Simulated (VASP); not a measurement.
Crystal: ZnO.

```
Zn O
1.0
     3.24931    0.00000    0.00000
    -1.62465    2.81398    0.00000
     0.00000    0.00000    5.20571
Zn O
2 2
Cartesian
  0.0000 1.8760 2.6029
  1.6247 0.9380 0.0000
  1.6247 0.9380 1.9730
  0.0000 1.8760 4.5759
```

Base run:

* Program: VASP 6.6.1
* Functional: PBEsol
* Potentials or basis: VASP PAW PBE potentials, release 64 (Zn, O)
* Cutoff: 520 eV
* k mesh: 8 × 8 × 5
* Occupations: fermi-dirac, width 0.02 eV
* Spin: no spin polarisation

Its results: band gap on the k mesh 0.69 eV; pressure -0.5 GPa; largest force 0.065 eV/Å.

**Question.** After a change of settings the same cell gave: band gap on the k mesh 1.23 eV; pressure -0.4 GPa; largest force 0.065 eV/Å. Which change was it?
A. k mesh from 8 × 8 × 5 to 5 × 5 × 3
B. k mesh from 8 × 8 × 5 to 4 × 4 × 3
C. functional from PBEsol to r2SCAN; cutoff from 520 eV to 580 eV
D. functional from PBEsol to LDA; potentials or basis from VASP PAW PBE potentials, release 64 (Zn, O) to VASP PAW LDA potentials, release 64 (Zn, O)

**Answer.** C.

Caveats: the PAW data sets were made with another functional, which shifts forces and pressure a little.
